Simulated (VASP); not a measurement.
Input of a VASP 6.6.1 run:

Contents of INCAR:

```
SYSTEM = O
  PREC = Accurate
  ENCUT = 1000
  EDIFF = 1E-6
  ISMEAR = -1
  SIGMA = 0.02
  LREAL = .False.
  LASPH = .True.
  NELM = 200
  ALGO = Normal
  ISIF = 2
  LWAVE = .False.
  LCHARG = .False.
  ISPIN = 2
  MAGMOM = 0.56 0.56 0.56 0.56 0.56 0.56 0.56 0.56 0.56 0.56 0.56 0.56
  LORBIT = 11
  GGA = PE
  IVDW = 12
  NBANDS = 52
  GGA_COMPAT = .False.
```

The input KPOINTS:

```
Automatic mesh
0
Gamma
  1 1 1
  0 0 0
```

File POSCAR:

```
O
1.0
    6.0876040000      0.0000000000      0.0000000000
    0.0000000000      6.0876040000      0.0000000000
    0.0000000000      0.0000000000      6.0876040000
O
12
Direct
    0.2317496342      0.3240683855      0.2639954899
    0.3359285525      0.1936722559      0.1483999288
    0.7545825911      0.3128160110      0.1913725006
    0.6827645162      0.4929525639      0.1361947985
    0.8531271088      0.2155692125      0.7466812887
    1.0169682522      0.2067151543      0.6346996290
    0.5665118822      0.8249879591      0.6842593572
    0.5549309712      0.9653880246      0.5448449012
    0.2564555776      0.6390363105      0.9494868589
    0.1550856462      0.6296401671      0.7766602427
    0.9827511776      0.7638801735      0.3949665583
    0.9813056171      0.8724286271      0.2281193061
```

Potentials or basis: VASP PAW PBE potentials, release 64 (O_h).

The run is started by

```bash
$ cat potpaw_PBE.64/O_h/POTCAR > POTCAR
$ mpirun -np 1 vasp_gam > vasp.out
```

Question: Predict the site moments.

Answer: O +0.62, +0.63 (each value once) μB.

Question: Predict the dispersion energy per atom.

Answer: -0.041 eV.

Question: Predict the net moment.

Answer: 12.00 μB per cell.

Stress tensor (GPa, compression positive):
```
 1.96  1.14 -0.21
 1.14  0.74 -0.89
-0.21 -0.89  1.65
```

Caveat: the k points lie up to 1.03 Å⁻¹ apart, too coarse for converged energies, forces and pressures.
